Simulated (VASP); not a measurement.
Wanted: the native input for a VASP 6.6.1 run.

* Task: single point
* Functional: r2SCAN
* Potentials or basis: VASP PAW PBE potentials, release 64 (S, Te, Ge_d)
* Cutoff: 520 eV
* k mesh: 6 × 6 × 6
* Occupations: gaussian, width 0.01 eV
* Spin: no spin polarisation
* Dipole correction: no
* Further INCAR settings: ALGO = Normal; EDIFF = 1e-07; NBANDS = 28

The system is Ge2TeS.

```
CELL_PARAMETERS angstrom
2.01870 1.16550 6.53247
-2.01870 1.16550 6.53247
0.00000 -2.33100 6.53247
ATOMIC_POSITIONS crystal
S 0.00000 0.00000 0.00000
Te 0.50000 0.50000 0.50000
Ge 0.25866 0.25866 0.25866
Ge 0.74134 0.74134 0.74134
```

These files were run (other wordings do the same):

POSCAR

```
Ge2TeS
1.0
    2.0187036843      1.1654991156      6.5324671342
   -2.0187036843      1.1654991156      6.5324671342
    0.0000000000     -2.3309982311      6.5324671342
S Te Ge
1 1 2
Direct
    1.0000000000      0.0000000000      0.0000000000
    0.5000000000      0.5000000000      0.5000000000
    0.2586631631      0.2586631631      0.2586631631
    0.7413368369      0.7413368369      0.7413368369
```

INCAR.step1

```
  PREC = Accurate
  ENCUT = 520
  ISMEAR = 0
  SIGMA = 0.01
  LREAL = False
  LASPH = True
  NELM = 80
  NBANDS = 28
  GGA = PE
  ALGO = Normal
  EDIFF = 1E-4
  LWAVE = True
  LCHARG = False
```

INCAR.step2

```
  PREC = Accurate
  ENCUT = 520
  EDIFF = 1E-7
  ISMEAR = 0
  SIGMA = 0.01
  LREAL = False
  LASPH = True
  NELM = 80
  ALGO = Normal
  ISIF = 2
  LWAVE = False
  LCHARG = False
  METAGGA = R2SCAN
  LMIXTAU = True
  NBANDS = 28
  ISTART = 1
```

KPOINTS

```
Automatic mesh
0
Gamma
  6 6 6
```

Potentials or basis: VASP PAW PBE potentials, release 64 (S, Te, Ge_d).

The run is started by

```sh
$ cat potpaw_PBE.64/S/POTCAR potpaw_PBE.64/Te/POTCAR potpaw_PBE.64/Ge_d/POTCAR > POTCAR
$ cp INCAR.step1 INCAR
$ mpirun -np 1 vasp_std > vasp.out
$ cp INCAR.step2 INCAR
$ mpirun -np 1 vasp_std > vasp.out
```

Results of the run:

```yaml
Pressure: -0.1 GPa
Largest_force: 0.008 eV/Å
Band_gap_on_the_k_mesh: 0.28 eV
```

Caveat: the PAW data sets were made with another functional, which shifts forces and pressure a little; spin-orbit coupling is left out, which moves the levels of the heavy elements.

Run time: 8.9 min on 1 thread of Intel(R) Xeon(R) 6975P-C (Granite Rapids) (shared host), peak memory 0.44 GiB.
